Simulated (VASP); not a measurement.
A run of VASP 6.6.1:

Contents of POSCAR:

```
In3Pd2
1.0
    4.5612200000      0.0000000000      0.0000000000
   -2.2806100000      3.9501330000      0.0000000000
    0.0000000000      0.0000000000      5.5636850000
In Pd
3 2
Direct
    0.0000000000      0.0000000000      0.0000000000
    0.3333330000      0.6666670000      0.6448830000
    0.6666670000      0.3333330000      0.3551170000
    0.3333330000      0.6666670000      0.1500190000
    0.6666670000      0.3333330000      0.8499810000
```

The input INCAR.step1:

```
SYSTEM = In3Pd2
PREC     = Accurate       ! precision mode
ENCUT    = 520            ! plane-wave cutoff, eV
ISMEAR   = 0              ! smearing method
SIGMA    = 0.1            ! smearing width, eV
LREAL    = .False.        ! projectors in reciprocal space
LASPH    = .True.         ! aspherical terms in the spheres
NELM     = 60             ! most SCF steps
NBANDS   = 38             ! bands
GGA      = PE             ! functional
ALGO     = Normal         ! electronic algorithm
EDIFF    = 1E-4           ! SCF threshold, eV
LWAVE    = .True.         ! write WAVECAR
LCHARG   = .False.        ! write CHGCAR
```

INCAR.step2

```
SYSTEM = In3Pd2
PREC     = Accurate       ! precision mode
ENCUT    = 520            ! plane-wave cutoff, eV
EDIFF    = 1E-6           ! SCF threshold, eV
ISMEAR   = 0              ! smearing method
SIGMA    = 0.1            ! smearing width, eV
LREAL    = .False.        ! projectors in reciprocal space
LASPH    = .True.         ! aspherical terms in the spheres
NELM     = 60             ! most SCF steps
ALGO     = Normal         ! electronic algorithm
ISIF     = 2              ! what is computed and relaxed
LWAVE    = .False.        ! write WAVECAR
LCHARG   = .False.        ! write CHGCAR
METAGGA  = R2SCAN         ! meta-GGA
LMIXTAU  = .True.       
NBANDS   = 38             ! bands
ISTART   = 1
```

The input KPOINTS:

```
regular mesh
0
Gamma
  6 6 4
  0 0 0
```

Potentials or basis: VASP PAW PBE potentials, release 64 (In_d, Pd).

Launch:

```bash
$ cat potpaw_PBE.64/In_d/POTCAR potpaw_PBE.64/Pd/POTCAR > POTCAR
$ cp INCAR.step1 INCAR
$ mpirun -np 1 vasp_std > vasp.out
$ cp INCAR.step2 INCAR
$ mpirun -np 1 vasp_std > vasp.out
```

Hardware: 1 thread of AMD EPYC 7R43 64-Core Processor (Zen 3), with other jobs on the host.

Task: Estimate the wall time of this run.

Result: Run time: 9.1 min on 1 thread of AMD EPYC 7R43 64-Core Processor (Zen 3), with other jobs on the host, peak memory 0.24 GiB. Counts: k points 24.
